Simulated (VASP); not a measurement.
The system is SnTe3.

```
Te Sn
1.0
     0.00000    3.86122    3.86122
     3.86122    0.00000    3.86122
     3.86122    3.86122    0.00000
Te Sn
3 1
Cartesian
  3.8612 3.8612 3.8612
  5.7918 5.7918 5.7918
  1.9306 1.9306 1.9306
  0.0000 0.0000 0.0000
```

```yaml
Program: VASP 6.6.1
Task: relaxation of cell and atoms
Functional: PBEsol
Dispersion: D3(BJ)
Potentials_or_basis: VASP PAW PBE potentials, release 64 (Te, Sn_d)
Cutoff: 600 eV
k_mesh: 6 × 6 × 6
Occupations: fermi-dirac, width 0.05 eV
Spin: no spin polarisation
```

At the start: pressure -5.4 GPa; volume 28.78 Å³/atom.

Question: Where does the relaxation end?

Answer: Over 3 steps the energy falls by 55.4 meV/atom and the volume is 25.83 Å³/atom (-10.3 %); space group Fm-3m (No. 225, to 0.05 Å).

Step by step:
| step | energy change (eV) | largest force (eV/Å) | pressure (GPa) | volume (Å³) |
| --- | --- | --- | --- | --- |
| 1 | 0.0000 | 0.0000 | -5.44 | 115.13 |
| 2 | -0.1932 | 0.0000 | 2.58 | 99.60 |
| 3 | -0.2217 | 0.0000 | -0.02 | 103.31 |

Final structure:
```
Te Sn
1.0
     0.00000    3.72423    3.72423
     3.72423    0.00000    3.72423
     3.72423    3.72423    0.00000
Te Sn
3 1
Direct
  0.50000 0.50000 0.50000
  0.75000 0.75000 0.75000
  0.25000 0.25000 0.25000
  0.00000 0.00000 0.00000
```

Caveat: the PAW data sets were made with another functional, which shifts forces and pressure a little; pairwise dispersion overbinds metals, which lowers pressure and volume.
